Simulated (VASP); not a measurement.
HgTe, 4 atoms in the cell. The typed cell holds 4 atoms: a = 4.242 Å, b = 4.242 Å, c = 5.708 Å, α = 90.00°, β = 90.00°, γ = 90.01°.  This cell differs from its parent crystal: strain +0.000 along x and y, -0.050 along z.

| Item | Value |
| --- | --- |
| Program | VASP 6.6.1 |
| Task | single point |
| Functional | PBEsol |
| Potentials or basis | VASP PAW PBE potentials, release 64 (Hg, Te) |
| Cutoff | 520 eV |
| k mesh | 12 × 12 × 8 |
| Occupations | gaussian, width 0.15 eV |
| Spin | no spin polarisation |
| Dipole correction | no |
| Further INCAR settings | ALGO = Normal; EDIFF = 1e-06; NBANDS = 26 |

Potentials or basis: VASP PAW PBE potentials, release 64 (Hg, Te).

Launch:

```bash
$ cat potpaw_PBE.64/Hg/POTCAR potpaw_PBE.64/Te/POTCAR > POTCAR
$ mpirun -np 1 vasp_std > vasp.out
```

Hardware: 1 thread of AMD EPYC 7R43 64-Core Processor (Zen 3), with other jobs on the host.

Question: Estimate the wall time of this run.

Answer: It took 8.9 min on 1 thread of AMD EPYC 7R43 64-Core Processor (Zen 3) (shared host), peak memory 0.53 GiB. Counts: scf iterations 14, k points 215.
